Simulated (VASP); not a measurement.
# Br (P6/mmm) in VASP: a series of runs, part 2 of 2

VASP 6.6.1. The steps go on from the part before.

### Step 4. Single point, PBE

This run uses another cell than the first one, of 28.55 Å³/atom, 1.143 times its volume.

INCAR reads:

```
  PREC = Accurate
  ENCUT = 520
  EDIFF = 1E-7
  ISMEAR = -1
  SIGMA = 0.1
  LREAL = False
  LASPH = True
  NELM = 100
  ALGO = Normal
  ISIF = 2
  LWAVE = False
  LCHARG = False
  GGA = PE
  NBANDS = 10
```

KPOINTS reads:

```
regular mesh
0
Gamma
  15 15 14
```

POSCAR reads:

```
Br
1.0
    3.5825445782      0.0000000000      0.0000000000
   -1.7912722891      3.1025746150      0.0000000000
    0.0000000000      0.0000000000      2.5686394923
Br
1
Direct
    0.0000000000      0.0000000000      0.0000000000
```

Potentials or basis: VASP PAW PBE potentials, release 64 (Br).

On the command line:

```
$ cat potpaw_PBE.64/Br/POTCAR > POTCAR
$ mpirun -np 1 vasp_std > vasp.out
```

OUTCAR:

```text
PREC = Accurate
   ENCUT = 520
   EDIFF = 1E-7
   ISMEAR = -1
   LREAL = False
   LASPH = True
   NELM = 100
   ISIF = 2
   GGA = PE

 ion  position               nearest neighbor table
   1  0.000  0.000  0.000-

  LATTYP: Found a hexagonal cell.
 ALAT       =     3.5825445782
 C/A-ratio  =     0.7169874474

  Lattice vectors:

 A1 = (   3.5825445782,   0.0000000000,   0.0000000000)
 A2 = (  -1.7912722891,   3.1025746150,   0.0000000000)
 A3 = (   0.0000000000,   0.0000000000,   2.5686394923)

Analysis of symmetry for initial positions (statically):
=====================================================================
 Subroutine PRICEL returns:
 Original cell was already a primitive cell.

 Routine SETGRP: Setting up the symmetry group for a
 hexagonal supercell.

 Subroutine GETGRP returns: Found 24 space group operations
 (whereof 24 operations were pure point group operations)
 out of a pool of 24 trial point group operations.

The static configuration has the point symmetry D_6h.

Analysis of symmetry for dynamics (positions and initial velocities):
=====================================================================
 Subroutine PRICEL returns:
 Original cell was already a primitive cell.

 Routine SETGRP: Setting up the symmetry group for a
 hexagonal supercell.

 Subroutine GETGRP returns: Found 24 space group operations
 (whereof 24 operations were pure point group operations)
 out of a pool of 24 trial point group operations.

The dynamic configuration has the point symmetry D_6h.

 Subroutine INISYM returns: Found 24 space group operations
 (whereof 24 operations are pure point group operations),
 and found     1 'primitive' translations

----------------------------------------------------------------------------------------

                                     Primitive cell

  volume of cell :      28.5507

  direct lattice vectors                    reciprocal lattice vectors
     3.582544578  0.000000000  0.000000000     0.279131209  0.161156479  0.000000000
    -1.791272289  3.102574615  0.000000000     0.000000000  0.322312957  0.000000000
     0.000000000  0.000000000  2.568639492     0.000000000  0.000000000  0.389311152

  length of vectors
     3.582544578  3.582544578  2.568639492     0.322312957  0.322312957  0.389311152

  position of ions in fractional coordinates (direct lattice)
     0.000000000  0.000000000  0.000000000

  ion indices of the primitive-cell ions
   primitive index   ion index
                 1           1

----------------------------------------------------------------------------------------

 KPOINTS: regular mesh

Automatic generation of k-mesh.
 Grid dimensions read from file:
 generate k-points for:   15   15   14

 Generating k-lattice:

  Cartesian coordinates                     Fractional coordinates (reciprocal lattice)
     0.018608747  0.010743765  0.000000000     0.066666667  0.000000000  0.000000000
     0.000000000  0.021487530  0.000000000     0.000000000  0.066666667  0.000000000
     0.000000000  0.000000000  0.027807939     0.000000000  0.000000000  0.071428571

  Length of vectors
     0.021487530  0.021487530  0.027807939

  Shift w.r.t. Gamma in fractional coordinates (k-lattice)
     0.000000000  0.000000000  0.000000000

 Subroutine IBZKPT returns following result:
 ===========================================

 Found    216 irreducible k-points:

 Following reciprocal coordinates:
            Coordinates               Weight
  0.000000  0.000000  0.000000      1.000000
  0.066667  0.000000  0.000000      6.000000
  0.133333  0.000000  0.000000      6.000000
  0.200000  0.000000  0.000000      6.000000
  0.266667  0.000000  0.000000      6.000000
  0.333333  0.000000  0.000000      6.000000
[... 16 lines left out ...]
  0.333333  0.200000  0.000000     12.000000
  0.400000  0.200000  0.000000      6.000000
 [... further k-points ...]
   k-points           NKPTS =    216   k-points in BZ     NKDIM =    216   number of bands    NBANDS=     10
   number of dos      NEDOS =    301   number of ions     NIONS =      1
   total plane-waves  NPLWV =  15680
   dimension x,y,z NGX =    28 NGY =   28 NGZ =   20
   dimension x,y,z NGXF=    56 NGYF=   56 NGZF=   40
   ions per type =               1
   NGX,Y,Z   is equivalent  to a cutoff of  12.99, 12.99, 12.94 a.u.
   NGXF,Y,Z  is equivalent  to a cutoff of  25.99, 25.99, 25.89 a.u.
 SYSTEM =  unknown system
   PREC   = accura    normal or accurate (medium, high low for compatibility)
   ISTART =      0    job   : 0-new  1-cont  2-samecut
   ICHARG =      2    charge: 1-file 2-atom 10-const
   ISPIN  =      1    spin polarized calculation?
   LNONCOLLINEAR =      F non collinear calculations
   LSORBIT =      F    spin-orbit coupling
   LASPH  =      T    aspherical Exc in radial PAW
   ENCUT  =  520.0 eV  38.22 Ry    6.18 a.u.   6.66  6.66  4.78*2*pi/ulx,y,z
   NELM   =    100;   NELMIN=  2; NELMDL= -5     # of ELM steps
   EDIFF  = 0.1E-06   stopping-criterion for ELM
   LREAL  =      F    real-space projection
   EDIFFG = 0.1E-05   stopping-criterion for IOM
   NSW    =      0    number of steps for IOM
   IBRION =     -1    ionic relax: 0-MD 1-quasi-New 2-CG
   NFREE  =      0    steps in history (QN), initial steepest desc. (CG)
   ISIF   =      2    stress and relaxation
   ISYM   =      2    0-nonsym 1-usesym 2-fastsym
   POTIM  = 0.5000    time-step for ionic-motion
   TEBEG  =    0.0;   TEEND  =   0.0 temperature during run
   PSTRESS=    0.0 pullay stress
   NELECT =       7.0000    total number of electrons
   NUPDOWN=      -1.0000    fix difference up-down
   EMIN   =  10.00;   EMAX   =-10.00  energy-range for DOS
   EFERMI =   0.00;   METHOD = LEGACY
   ISMEAR =    -1;   SIGMA  =   0.10  broadening in eV -4-tet -1-fermi 0-gaus
   EFERMI_NEDOS =   21; number of points for ismear=-14 and -15
   IALGO  =     38    algorithm
   IMIX   =      4    mixing-type and parameters
     AMIX     =   0.40;   BMIX     =  1.00
     AMIX_MAG =   1.60;   BMIX_MAG =  1.00
  volume/ion in A,a.u.               =      28.55       192.67
  Fermi-wavevector in a.u.,A,eV,Ry     =   1.024633  1.936276 14.284398  1.049874
  Thomas-Fermi vector in A             =   2.158431
   LORBIT       =      0    0 simple, 1 ext, 2 COOP (PROOUT), +10 PAW based schemes
   GGA     = PE    functional components
   LHFCALC =     F    Hartree Fock is set to
   AEXX    =    0.0000 exact exchange contribution
   IVDW    =     0    specifies the selected vdW correction
   LEPSILON=     F    determine dielectric tensor
   LRPA    =     F    only Hartree local field effects (RPA)
 non-spin polarized calculation
  energy-cutoff  :      520.00
  volume of cell :       28.55
 maximum number of plane-waves:       784
 NGX is ok and might be reduce to    28
   NGX = 13   NGY = 13   NGZ =  9

 number of electron       6.9999999 magnetization

 Free energy of the ion-electron system (eV)
  ---------------------------------------------------
  ext. energy  EPLUGINS =         0.00000000
  ---------------------------------------------------
  free energy    TOTEN  =        -1.50969072 eV

  energy without entropy =       -1.48779780  energy(sigma->0) =       -1.49874426

 E-fermi :   1.1725     XC(G=0):  -8.7023

 val. band max:        1.1710443378   @ k =   0.2667   0.1333   0.5000
 cond. band min:       1.1863773301   @ k =   0.2000   0.1333   0.4286
 fundamental gap:      0.0153329923
 Fermi energy:         1.1724604263

 k-point     1 :       0.0000    0.0000    0.0000
  band No.  band energies     occupation
      1     -14.9104      2.00000
      2      -0.1886      2.00000
      3      -0.1886      2.00000
      4       4.8852      0.00000
      5       6.8150      0.00000
      6      11.7922      0.00000
      7      11.7922      0.00000
      8      13.3985      0.00000
      9      15.7372      0.00000
     10      24.2024      0.00000
[... 287 lines left out ...]
 k-point    24 :       0.4000    0.2000    0.0000
  band No.  band energies     occupation
      1     -14.3397      2.00000
      2      -3.0221      2.00000
      3      -1.7658      2.00000
      4       5.1915      0.00000
      5       9.5655      0.00000
      6      13.0160      0.00000
      7      14.2425      0.00000
      8      17.4966      0.00000
      9      20.0736      0.00000
     10      20.9853      0.00000

 [... further k-points ...]

------------------------ aborting loop because EDIFF is reached ----------------------------------------

  FORCE on cell =-STRESS in cart. coord.  units (eV):
  Direction    XX          YY          ZZ          XY          YZ          ZX
  --------------------------------------------------------------------------------------
  -------------------------------------------------------------------------------------
  Total        0.5499182      0.5499182      0.5626248      0.0000000     -0.0000000      0.0000000
  in kB       30.8596999     30.8596999     31.5727527      0.0000000     -0.0000000      0.0000000
  external PRESSURE =      31.0973841 kB  Pullay stress =       0.0000000 kB

 VOLUME and BASIS-vectors are now :
 -----------------------------------------------------------------------------
  energy-cutoff  :      520.00
  volume of cell :       28.55
      direct lattice vectors                 reciprocal lattice vectors
     3.582544578  0.000000000  0.000000000     0.279131209  0.161156479  0.000000000
    -1.791272289  3.102574615  0.000000000     0.000000000  0.322312957  0.000000000
     0.000000000  0.000000000  2.568639492     0.000000000  0.000000000  0.389311152

 POSITION                                       TOTAL-FORCE (eV/Angst)
 -----------------------------------------------------------------------------------
      0.00000      0.00000      0.00000         0.000000      0.000000      0.000000
 -----------------------------------------------------------------------------------
    total drift:                                0.000000     -0.000000      0.000000

  FREE ENERGIE OF THE ION-ELECTRON SYSTEM (eV)
  ---------------------------------------------------
  free  energy   TOTEN  =        -1.5096907206 eV

  energy  without entropy=       -1.4877978024  energy(sigma->0) =       -1.49874426
```

OSZICAR:

```text
N       E                     dE             d eps       ncg     rms          rms(c)
DAV:   1     0.213283560448E+02    0.21328E+02   -0.28961E+03  4336   0.537E+02
DAV:   2    -0.672950926084E+00   -0.22001E+02   -0.21378E+02  5650   0.966E+01
DAV:   3    -0.154544775171E+01   -0.87250E+00   -0.85940E+00  5190   0.180E+01
DAV:   4    -0.154850534802E+01   -0.30576E-02   -0.30570E-02  5568   0.129E+00
DAV:   5    -0.154851315897E+01   -0.78110E-05   -0.78108E-05  5144   0.598E-02    0.624E+00
DAV:   6    -0.151964197925E+01    0.28871E-01   -0.20356E-02  4858   0.785E-01    0.390E+00
DAV:   7    -0.150990745546E+01    0.97345E-02   -0.37143E-02  4690   0.109E+00    0.147E-01
DAV:   8    -0.150967958105E+01    0.22787E-03   -0.18055E-03  4790   0.261E-01    0.362E-02
DAV:   9    -0.150968385688E+01   -0.42758E-05   -0.54598E-05  5502   0.469E-02    0.171E-02
DAV:  10    -0.150969067589E+01   -0.68190E-05   -0.84737E-06  4724   0.180E-02    0.986E-03
DAV:  11    -0.150969072061E+01   -0.44717E-07   -0.24173E-07  5150   0.332E-03
   1 F= -.15096907E+01 E0= -.14987443E+01  d E =-.218929E-01
```

stdout:

```text
POSCAR found type information on POSCAR Br
 POSCAR found :  1 types and       1 ions
 scaLAPACK will be used
 LDA part: xc-table for (Slater+PW92), standard interpolation
 POSCAR, INCAR and KPOINTS ok, starting setup
 FFT: planning ... GRIDC
 FFT: planning ... GRID_SOFT
 FFT: planning ... GRID
 WAVECAR not read
 entering main loop
```

It took 17 s on 1 thread of Intel Xeon 6975P-C (Granite Rapids), shared host; peak memory 0.17 GiB.

Results:

```
Free energy : -1.5097 eV
Pressure    : 3.1 GPa
```

Caveat: an odd number of electrons without spin polarisation forces a metal; a magnetic or distorted state may lie lower.
